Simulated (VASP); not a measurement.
# H10CO6 in VASP: further runs, part 2 of 2

VASP 6.6.1.

### Step 4. Single point, r2SCAN+D3(BJ)

File POSCAR:

```
H10CO6
1.0
    5.4814800000      0.0000000000      0.0000000000
    0.0000000000      5.4814800000      0.0000000000
    0.0000000000      0.0000000000      5.4814800000
O H C
6 10 1
Direct
    0.7868495370      0.2740318308      0.5562001503
    1.0464144720      0.4340980903      1.0493333917
    0.8963455125      0.8914198355      0.2612433138
    0.3473332020      0.7150988419      0.5595386647
    0.4077548399      0.1675824777      0.3369527938
    0.4642906660      0.0062756774     -0.0321810898
    0.6485839591      0.3622744222      0.4906156731
    0.7796434540      0.1393419296      0.4378926859
    0.9698658027      0.3900224027      1.2000226216
    0.9857739151      0.3274663047      0.9216124112
    0.8598590162      0.7535920956      0.1713223436
    1.0677590724      0.9223968709      0.2696169648
    0.3169034640      0.7951502149      0.7036238388
    0.2651291257      0.5542481228      0.5859001584
    0.4188467348     -0.0079175697      0.3920838898
    0.5234900063      0.3606507731      0.0341878471
    0.4739231011      0.1816480221      0.0918000248
```

File INCAR.step1:

```
SYSTEM = H10CO6
ALGO = Normal
EDIFF = 1E-4
ENCUT = 520
GGA = PE
ISMEAR = -1
LASPH = .TRUE.
LCHARG = .FALSE.
LREAL = Auto
LWAVE = .TRUE.
NBANDS = 39
NELM = 100
PREC = Accurate
SIGMA = 0.02
```

File INCAR.step2:

```
SYSTEM = H10CO6
ALGO = Normal
EDIFF = 1E-7
ENCUT = 520
ISIF = 2
ISMEAR = -1
ISTART = 1
IVDW = 12
LASPH = .TRUE.
LCHARG = .FALSE.
LMIXTAU = .TRUE.
LREAL = Auto
LWAVE = .FALSE.
METAGGA = R2SCAN
NBANDS = 39
NELM = 100
PREC = Accurate
SIGMA = 0.02
VDW_A1 = 0.49484001
VDW_A2 = 5.73083694
VDW_S6 = 1.0
VDW_S8 = 0.78981345
```

File KPOINTS:

```
k-points
0
G
  1 1 1
  0 0 0
```

On the command line:

```bash
$ cat potpaw_PBE.64/O/POTCAR potpaw_PBE.64/H/POTCAR potpaw_PBE.64/C/POTCAR > POTCAR
$ cp INCAR.step1 INCAR
$ mpirun -np 1 vasp_gam > vasp.out
$ cp INCAR.step2 INCAR
$ mpirun -np 1 vasp_gam > vasp.out
```

Wall time 2 min (1 thread of Intel Xeon 8259CL, shared host); peak memory 0.22 GiB.

It converged, with:

* Free energy: -95.3737 eV
* Pressure: 1.7 GPa
* Largest force: 3.536 eV/Å
* Dispersion energy per atom: -0.020 eV

Forces on the atoms (eV/Å):
```
O    0.496  0.324 -0.688
O    0.250  0.388 -0.973
O   -0.417  2.485  1.566
O   -0.295 -2.879 -2.013
O    0.010 -0.111 -1.385
O    0.160 -2.053 -1.884
H    0.060  0.450  0.785
H    0.720 -0.370  0.816
H   -0.174 -0.533  0.681
H   -0.266  0.033  0.093
H    0.028 -1.850 -1.454
H    0.394 -0.548 -0.151
H   -0.201  1.568  2.727
H    0.590  1.373 -0.633
H   -0.241  0.599 -0.449
H    0.349  1.440 -0.242
C   -1.463 -0.317  3.203
```

Stress tensor (GPa, compression positive):
```
 1.07 -0.43  1.39
-0.43  2.04  4.65
 1.39  4.65  2.14
```

Levels at points of the mesh, in eV from the Fermi level:
```
           k point  band 22  band 23  band 24  band 25  band 26  band 27  band 28  band 29
(0.00, 0.00, 0.00)    -1.06    -0.80    -0.57    -0.48     5.30     5.70     8.53     9.30
```

Caveat: the k points lie up to 1.15 Å⁻¹ apart, too coarse for converged energies, forces and pressures; the PAW data sets were made with another functional, which shifts forces and pressure a little.

### Step 5. Single point, r2SCAN+D3(BJ)

File POSCAR:

```
H10CO6
1.0
    5.4814800000      0.0000000000      0.0000000000
    0.0000000000      5.4814800000      0.0000000000
    0.0000000000      0.0000000000      5.4814800000
O H C
6 10 1
Direct
    0.8524705007      0.3094602188      0.5688244781
    1.0686347483      0.4295737647      1.0184293293
    0.9034603793      0.9075468669      0.2499507432
    0.3437210388      0.7428285791      0.6050555689
    0.3632048279      0.2108189759      0.3119230573
    0.4999014865      0.0180608157     -0.0452797420
    0.7294927647      0.4034676766      0.6439136875
    0.8014623788      0.1515284193      0.4976393237
    1.0040171632      0.3204244109      1.1527726089
    1.0008063516      0.3635879361      0.8564657720
    0.8164400855      0.8298306297      0.1031473252
    0.9343279552      0.7462400666      0.3196946810
    0.3480446887      0.6706218029      0.7778373724
    0.2917460248      0.6120792195      0.5076731102
    0.3811926706      0.0411932544      0.3664338828
    0.5544487985      0.3960609179      0.0359391989
    0.4665710720      0.2047257310      0.0897750243
```

File INCAR.step1:

```
ALGO = Normal
EDIFF = 1E-4
ENCUT = 520
GGA = PE
ISMEAR = -1
LASPH = True
LCHARG = False
LREAL = Auto
LWAVE = True
NBANDS = 39
NELM = 80
PREC = Accurate
SIGMA = 0.02
```

File INCAR.step2:

```
ALGO = Normal
EDIFF = 1E-6
ENCUT = 520
ISIF = 2
ISMEAR = -1
ISTART = 1
IVDW = 12
LASPH = True
LCHARG = False
LMIXTAU = True
LREAL = Auto
LWAVE = False
METAGGA = R2SCAN
NBANDS = 39
NELM = 80
PREC = Accurate
SIGMA = 0.02
VDW_A1 = 0.49484001
VDW_A2 = 5.73083694
VDW_S6 = 1.0
VDW_S8 = 0.78981345
```

File KPOINTS:

```
k-points
0
Gamma
  1 1 1
```

On the command line:

```bash
$ cat potpaw_PBE.64/O/POTCAR potpaw_PBE.64/H/POTCAR potpaw_PBE.64/C/POTCAR > POTCAR
$ cp INCAR.step1 INCAR
$ mpirun -np 1 vasp_gam > vasp.out
$ cp INCAR.step2 INCAR
$ mpirun -np 1 vasp_gam > vasp.out
```

Wall time 2 min (1 thread of Intel Xeon 8259CL, shared host); peak memory 0.22 GiB.

The run converged. Its results:

* Free energy: -95.1662 eV
* Pressure: -6.2 GPa
* Largest force: 4.426 eV/Å
* Dispersion energy per atom: -0.020 eV

Forces on the atoms (eV/Å):
```
O    1.455 -0.700 -0.692
O   -1.476 -1.162 -0.645
O   -1.278 -2.220 -1.607
O    0.567 -0.066  2.528
O    1.327 -0.784 -0.924
O   -0.502  3.250  2.963
H   -1.430  0.048 -0.023
H   -0.066  0.820  0.573
H    0.686  0.826 -1.418
H    0.709  0.336  1.642
H    0.749  1.828  1.273
H    0.522  0.617  0.652
H   -0.185  1.298 -2.015
H   -0.503 -1.386 -0.988
H   -0.751 -0.339  0.729
H   -1.013 -1.335  0.380
C    1.188 -1.029 -2.430
```

Stress tensor (GPa, compression positive):
```
-0.84 -1.11  1.97
-1.11 -9.35 -2.28
 1.97 -2.28 -8.42
```

Levels at points of the mesh, in eV from the Fermi level:
| k point | band 21 | band 22 | band 23 | band 24 | band 25 | band 26 | band 27 | band 28 | band 29 | band 30 |
| --- | --- | --- | --- | --- | --- | --- | --- | --- | --- | --- |
| (0.00, 0.00, 0.00) | -1.41 | -1.19 | -0.89 | -0.81 | -0.59 | 4.97 | 5.14 | 7.98 | 8.46 | 8.99 |

Caveat: the k points lie up to 1.15 Å⁻¹ apart, too coarse for converged energies, forces and pressures; the PAW data sets were made with another functional, which shifts forces and pressure a little.

### Step 6. The runs side by side

| cell | pressure (GPa) | largest force (eV/Å) |
| --- | --- | --- |
| as given, atomic positions A | -1.2 | 0.59 |
| as given, atomic positions B | -2.0 | 3.05 |
| as given, atomic positions C | 1.7 | 3.54 |
| as given, atomic positions D | -6.2 | 4.43 |

Alike in all rows: task single point; level r2SCAN+D3(BJ); potentials or basis VASP PAW PBE potentials, release 64 (O, H, C); no spin polarisation; k mesh 1 × 1 × 1; cutoff (eV) 520; smearing fermi-dirac 0.02 eV.

Caveats: all runs use coarse meshes; the PAW data sets were made with another functional, which shifts forces and pressure a little.

Absolute energies hang on the potentials; compare differences alone.
